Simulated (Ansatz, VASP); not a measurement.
## One calculation of HfB2, two programs

```xyz
6
Lattice="4.5860 0.0000 0.0000 0.0000 4.5860 0.0000 0.0000 0.0000 4.0619" Properties=species:S:1:pos:R:3 pbc="T T T"
Hf    2.2930    2.2930    2.0309
Hf    0.0000    0.0000    0.0000
B     0.8907    0.8907    2.0309
B     3.6953    3.6953    2.0309
B     3.6953    0.8907    2.0309
B     0.8907    3.6953    2.0309
```

Alike in both runs: task relaxation of cell and atoms; functional PBE; k mesh 4 × 4 × 4; occupations gaussian, width 0.1 eV; no spin polarisation.

|  | VASP | Ansatz |
| --- | --- | --- |
| version | VASP 6.6.1 | Ansatz 0.2.0 |
| potentials or method | VASP PAW PBE potentials, release 64 (Hf_pv, B), cutoff 600 eV | scalar-relativistic, plane waves, PAW |
| valence electrons in the cell | 32 | 64 |

VASP gave:

| Property | Result |
| --- | --- |
| gap on the k mesh at the Fermi level, each at its own relaxed structure (eV) | none |
| relaxed volume (Å³/atom) | 17.03 |
| relaxed cell length with the largest relative difference (Å) | 4.976 |

Task: Estimate Ansatz's values.

Result: gap on the k mesh at the Fermi level, each at its own relaxed structure (eV): none; relaxed volume (Å³/atom): 17.01; relaxed cell length with the largest relative difference (Å): 4.973.

A gap of «none» marks a metal or a gap that the smearing closes. VASP's potentials hold 32 valence electrons a cell and Ansatz's 64, so a difference there can come from the potentials and not from the codes.

The k mesh is coarse, so the values compare programs but aren't converged. Spin-orbit coupling is off throughout. Noted on VASP's run: the volume moved by over 15 % at a fixed basis, so the end points are rough.
